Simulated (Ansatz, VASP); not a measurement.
# Si: VASP beside Ansatz

File INCAR:

```
ALGO = Normal
EDIFF = 1E-6
ENCUT = 520
GGA = PS
ISIF = 2
ISMEAR = 0
LASPH = T
LCHARG = T
LELF = T
LREAL = F
LVHAR = T
LWAVE = F
NBANDS = 11
NELM = 100
PREC = Accurate
SIGMA = 0.01
```

The input KPOINTS:

```
k-points
0
Gamma
  12 12 12
```

The input POSCAR:

```
Si
1.0
    0.0000000000      2.7347450738      2.7347450738
    2.7347450738      0.0000000000      2.7347450738
    2.7347450738      2.7347450738      0.0000000000
Si
2
Direct
    0.5000000000      0.5000000000      0.5000000000
    0.7500000000      0.7500000000      0.7500000000
```

Input for Ansatz:

```yaml
crystal:
  lattice:
    - [0.0, 2.7347450738, 2.7347450738]
    - [2.7347450738, 0.0, 2.7347450738]
    - [2.7347450738, 2.7347450738, 0.0]
  atoms:
    - { symbol: Si, position: [0.5, 0.5, 0.5] }
    - { symbol: Si, position: [0.75, 0.75, 0.75] }
basis:
  ecutwfc: 420
kpoints:
  mp_grid: { grid: [12, 12, 12] }
hamiltonian:
  xc: pbesol
scf:
  occupations: { method: fixed }
output:
  forces: true
  stress: true
  eigenvalues: true
  write_density: true
  write_potential: true
  elf: true
  volumetric_format: npy
```

Alike in both runs: task single point; functional PBEsol; k mesh 12 × 12 × 12; no spin polarisation.

|  | VASP | Ansatz |
| --- | --- | --- |
| version | VASP 6.6.1 | Ansatz 0.2.0 |
| potentials or method | VASP PAW PBE potentials, release 64 (Si), cutoff 520 eV | scalar-relativistic, plane waves, PAW |
| occupations | gaussian, width 0.01 eV | fixed |
| valence electrons in the cell | 8 | 8 |

```tsv
	VASP	Ansatz	Ansatz less VASP
gap on the k mesh at the Fermi level (eV)	0.49	0.50	+0.005
least direct gap on the mesh (eV)	2.51	2.51	+0.002
pressure (GPa)	-1.7	-1.8	-0.10
```

VASP's potentials were made for PBE, not for PBEsol.
